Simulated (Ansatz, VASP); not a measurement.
# InP: VASP beside Ansatz

```xyz
2
Lattice="0.0000 2.9343 2.9050 2.9343 0.0000 2.9050 2.9343 2.9343 0.0000" Properties=species:S:1:pos:R:3 pbc="T T T"
In    0.0000    0.0000    0.0000
P     1.4672    1.4672    1.4525
```

Change from the starting cell: z stretched by -1 %, ions relaxed.

Alike in both runs: functional PBE; k mesh 13 × 13 × 13; occupations fermi-dirac, width 0.02 eV; no spin polarisation.

Ansatz relaxed the structure, and its values are those at the end. VASP's run is a single point on that final structure, the one shown.

|  | VASP | Ansatz |
| --- | --- | --- |
| version | VASP 6.6.1 | Ansatz 0.2.0 |
| potentials or method | VASP PAW PBE potentials, release 64 (In_d, P) | plane-wave PAW, scalar-relativistic |
| plane-wave cutoff (eV) | 520 | 420 |
| valence electrons in the cell | 18 | 18 |

|  | VASP | Ansatz | Ansatz less VASP |
| --- | --- | --- | --- |
| pressure (GPa) | 3.8 | 3.8 | +0.05 |

The functional is the same, so the differences come from potentials, cutoffs and numerics. Ansatz's warnings: stress scf threshold loose.
